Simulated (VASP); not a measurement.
Set up this calculation in VASP 6.6.1, as the native input.

```yaml
Task: single point
Functional: RPBE
Potentials_or_basis: VASP PAW PBE potentials, release 64 (Ca_sv, O)
Cutoff: 520 eV
k_mesh: 10 × 10 × 10
Occupations: methfessel-paxton, width 0.01 eV
Spin: no spin polarisation
Dipole_correction: no
Further_INCAR_settings: ALGO = Normal; EDIFF = 1e-06; NBANDS = 15
```

The structure of CaO lies in POSCAR:

```
CaO
1.0
    0.0000000000      2.4035556960      2.4035556960
    2.4035556960      0.0000000000      2.4035556960
    2.4035556960      2.4035556960      0.0000000000
Ca O
1 1
Direct
    0.0000000000      0.0000000000      0.0000000000
    0.5000000000      0.5000000000      0.5000000000
```

These files were run (other wordings do the same):

INCAR

```
SYSTEM = CaO
ALGO = Normal ; EDIFF = 1E-6
ENCUT = 520 ; GGA = RP
ISIF = 2 ; ISMEAR = 1
LASPH = .TRUE. ; LCHARG = .FALSE.
LREAL = .FALSE. ; LWAVE = .FALSE.
NBANDS = 15 ; NELM = 60
PREC = Accurate ; SIGMA = 0.01
```

KPOINTS

```
k-points
0
G
  10 10 10
  0 0 0
```

Potentials or basis: VASP PAW PBE potentials, release 64 (Ca_sv, O).

Launch:

```console
$ cat potpaw_PBE.64/Ca_sv/POTCAR potpaw_PBE.64/O/POTCAR > POTCAR
$ mpirun -np 1 vasp_std > vasp.out
```

It gave:

```
Pressure               : 6.0 GPa
Band gap on the k mesh : 3.74 eV (least direct gap 4.12 eV)
```

Caveat: the cell stands under pressure; the PAW data sets were made with another functional, which shifts forces and pressure a little.

It took 20 s on 1 thread of Intel(R) Xeon(R) Platinum 8488C (Sapphire Rapids), with other jobs on the host, peak memory 0.17 GiB.
